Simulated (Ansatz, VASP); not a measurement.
One calculation of BaS, two programs

File POSCAR:

```
BaS
1.0
    3.8337582654      0.0000000000      0.0000000000
    0.0000000000      3.8337582654      0.0000000000
    0.0000000000      0.0000000000      3.8337582654
Ba S
1 1
Direct
    0.0000000000      0.0000000000      0.0000000000
    0.5000000000      0.5000000000      0.5000000000
```

File INCAR.step1:

```
PREC = Accurate
ENCUT = 520
EDIFF = 1E-5
ISMEAR = 0
SIGMA = 0.01
LREAL = F
LASPH = T
NELM = 100
ALGO = Normal
ISIF = 2
LWAVE = T
NBANDS = 15
GGA = PE
```

The input INCAR.step2:

```
PREC = Accurate
ENCUT = 520
EDIFF = 1E-6
ISMEAR = 0
SIGMA = 0.01
LREAL = F
LASPH = T
NELM = 100
ALGO = Normal
ISIF = 2
LWAVE = F
LCHARG = T
GGA = PE
LHFCALC = T
AEXX = 0.5
HFSCREEN = 0.2078
PRECFOCK = Normal
LELF = T
LVHAR = T
NBANDS = 15
ISTART = 1
```

File KPOINTS:

```
Automatic mesh
0
Gamma
  4 4 4
```

Input for Ansatz:

```yaml
crystal:
  lattice:
    - [3.8337582654, 0.0, 0.0]
    - [0.0, 3.8337582654, 0.0]
    - [0.0, 0.0, 3.8337582654]
  atoms:
    - { symbol: Ba, position: [0.0, 0.0, 0.0] }
    - { symbol: S, position: [0.5, 0.5, 0.5] }
kpoints:
  mp_grid: { grid: [4, 4, 4] }
hamiltonian:
  xc:
    exchange: pbe
    correlation: pbe
    exx: { coeff: 0.5, omega: 0.2078 }
scf:
  occupations: { method: fixed }
  n_extra_bands: 4
output:
  forces: true
  stress: true
  eigenvalues: true
```

Alike in both runs: task single point; functional PBE-based screened hybrid; k mesh 4 × 4 × 4; no spin polarisation.

|  | VASP | Ansatz |
| --- | --- | --- |
| version | VASP 6.6.1 | Ansatz 0.2.0 |
| potentials or method | VASP PAW PBE potentials, release 64 (Ba_sv, S) | plane waves |
| plane-wave cutoff (eV) | 520 | 420 |
| occupations | gaussian, width 0.01 eV | fixed |
| valence electrons in the cell | 16 | 16 |

```tsv
	VASP	Ansatz	Ansatz less VASP
gap on the k mesh at the Fermi level (eV)	3.31	3.41	+0.107
pressure (GPa)	-0.3	-1.0	-0.73
```

VASP's potentials were made for PBE, not for PBE-based screened hybrid. Ansatz's warnings: stress exchange threshold loose, stress scf threshold loose.

Neither program's run includes spin-orbit coupling.
